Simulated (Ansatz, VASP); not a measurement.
## HfB2 in VASP and in Ansatz

INCAR

```
SYSTEM = HfB2
AGGAC = 1.0
AGGAX = 1.0
ALDAC = 0.0
ALDAX = 1.0
ALGO = Normal
EDIFF = 1E-7
EDIFFG = -0.01
ENCUT = 600
GGA = B5
IBRION = 2
ISIF = 3
ISMEAR = -1
IVDW = 12
LASPH = .True.
LCHARG = .False.
LREAL = .False.
LWAVE = .False.
NELM = 80
NSW = 60
PREC = Accurate
SIGMA = 0.05
VDW_A1 = 0.4298
VDW_A2 = 4.2359
VDW_S6 = 1.0
VDW_S8 = 2.6996
```

The input KPOINTS:

```
k-points
0
Gamma
  10 10 8
  0 0 0
```

POSCAR

```
HfB2
1.0
    3.1400000000      0.0000000000      0.0000000000
   -1.5700000000      2.7193197679      0.0000000000
    0.0000000000      0.0000000000      3.4800000000
Hf B
1 2
Direct
    0.0000000000      0.0000000000      0.0000000000
    0.6666666667      0.3333333333      0.5000000000
    0.3333333333      0.6666666667      0.5000000000
```

File input.yaml:

```yaml
crystal:
  lattice:
    - [3.14, 0.0, 0.0]
    - [-1.57, 2.7193197679, 0.0]
    - [0.0, 0.0, 3.48]
  atoms:
    - { symbol: Hf, position: [0.0, 0.0, 0.0] }
    - { symbol: B, position: [0.6666666667, 0.3333333333, 0.5] }
    - { symbol: B, position: [0.3333333333, 0.6666666667, 0.5] }
hamiltonian:
  xc: blyp
  pseudopotentials: { kind: paw }
  dispersion: d3bj
kpoints:
  mp_grid: { grid: [10, 10, 8] }
scf:
  occupations: { method: fermi_dirac, width: 0.05 }
output:
  forces: true
  stress: true
  write_density: true
  write_potential: true
  elf: true
  volumetric_format: npy
relax:
  f_tol: 0.01
  max_steps: 40
  cell: { stress_tol: 0.05 }
```

Alike in both runs: task relaxation of cell and atoms; functional BLYP; dispersion D3(BJ); k mesh 10 × 10 × 8; occupations fermi-dirac, width 0.05 eV; no spin polarisation.

```csv
,VASP,Ansatz
version,VASP 6.6.1,Ansatz 0.2.0
potentials or method,"VASP PAW PBE potentials, release 64 (Hf_pv, B)",Ansatz PAW
plane-wave cutoff (eV),600,420
valence electrons in the cell,16,32
```

```csv
,VASP,Ansatz,Ansatz less VASP
"gap on the k mesh at the Fermi level, each at its own relaxed structure (eV)",none,none,-
relaxed volume (Å³/atom),9.69,9.68,-0.011
relaxed cell length with the largest relative difference (Å),3.491,3.486,-0.0044
```

VASP's potentials were made for PBE, not for BLYP. A gap of «none» marks a metal or a gap that the smearing closes. VASP's potentials hold 16 valence electrons a cell and Ansatz's 32, so a difference there can come from the potentials and not from the codes.

Neither program's run includes spin-orbit coupling. Noted on Ansatz's run: the plane-wave basis is chosen anew once the cell has moved, so the energies of steps on either side of that aren't comparable.
